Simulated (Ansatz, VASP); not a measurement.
# GaN: VASP beside Ansatz

```
CELL_PARAMETERS angstrom
0.00000 2.25350 2.25350
2.25350 0.00000 2.25350
2.25350 2.25350 0.00000
ATOMIC_POSITIONS crystal
Ga 0.00000 0.00000 0.00000
N 0.25000 0.25000 0.25000
```

Alike in both runs: task single point; functional PBE-based screened hybrid with a share of 0.25 of exact exchange and HFSCREEN = 0.6; k mesh 5 × 5 × 5; occupations fermi-dirac, width 0.05 eV; no spin polarisation.

|  | VASP | Ansatz |
| --- | --- | --- |
| version | VASP 6.6.1 | Ansatz 0.2.0 |
| potentials or method | VASP PAW PBE potentials, release 64 (Ga_d, N) | Ansatz PAW |
| plane-wave cutoff (eV) | 520 | 420 |
| valence electrons in the cell | 18 | 18 |

Ansatz gave:

```
gap on the k mesh at the Fermi level (eV) : 2.28
least direct gap on the mesh (eV)         : 2.28
pressure (GPa)                            : 0.9
```

Q: Estimate VASP's values.

A: gap on the k mesh at the Fermi level (eV): 2.29; least direct gap on the mesh (eV): 2.29; pressure (GPa): 1.0.

VASP's potentials were made for PBE, not for PBE-based screened hybrid. The functional is the same, so the differences come from potentials, cutoffs and numerics.

The k mesh is coarse, so the values compare programs but aren't converged. Noted on Ansatz's run: odd divisions of the mesh miss points on the zone boundary, where band edges often lie, so the gap on the mesh can be too wide.
